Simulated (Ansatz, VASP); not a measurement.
## MgO in VASP and in Ansatz

File INCAR:

```
SYSTEM = MgO
ALGO = Normal
EDIFF = 1E-7
ENCUT = 520
GGA = PS
ISIF = 2
ISMEAR = 0
LASPH = .TRUE.
LCHARG = .FALSE.
LREAL = .FALSE.
LWAVE = .FALSE.
NBANDS = 11
NELM = 100
PREC = Accurate
SIGMA = 0.01
```

KPOINTS

```
k-points
0
G
  6 6 6
  0 0 0
```

POSCAR

```
MgO
1.0
    0.0000000000      2.0472995000      2.0472995000
    2.0472995000      0.0000000000      2.0472995000
    2.0472995000      2.0472995000      0.0000000000
Mg O
1 1
Direct
    0.0000000000      0.0000000000      0.0000000000
    0.5000000000      0.5000000000      0.5000000000
```

Input for Ansatz:

```yaml
crystal:
  atoms:
  - position: [0.0, 0.0, 0.0]
    symbol: Mg
  - position: [0.5, 0.5, 0.5]
    symbol: O
  lattice:
  - [0.0, 2.0472995, 2.0472995]
  - [2.0472995, 0.0, 2.0472995]
  - [2.0472995, 2.0472995, 0.0]
hamiltonian:
  dispersion: none
  pseudopotentials:
    kind: all_electron
    lapw: {}
    relativity: scalar
  xc: pbesol
kpoints:
  mp_grid:
    grid: [6, 6, 6]
    shift: [0, 0, 0]
magnetization: {spin_polarized: false}
output: {forces: true, stress: true}
scf:
  occupations: {method: fixed}
```

Alike in both runs: task single point; functional PBEsol; k mesh 6 × 6 × 6; no spin polarisation.

|  | VASP | Ansatz |
| --- | --- | --- |
| version | VASP 6.6.1 | Ansatz 0.2 development build |
| potentials or method | VASP PAW PBE potentials, release 64 (Mg, O), cutoff 520 eV | all-electron full-potential LAPW, scalar-relativistic |
| occupations | gaussian, width 0.01 eV | fixed |

```tsv
	VASP	Ansatz	Ansatz less VASP
gap on the k mesh at the Fermi level (eV)	5.50	5.50	-0.002
pressure (GPa)	15.9	16.3	+0.39
```

VASP's potentials were made for PBE, not for PBEsol. Ansatz ran all-electron here, and VASP with PAW potentials.

The k mesh is coarse, so the values compare programs but aren't converged.
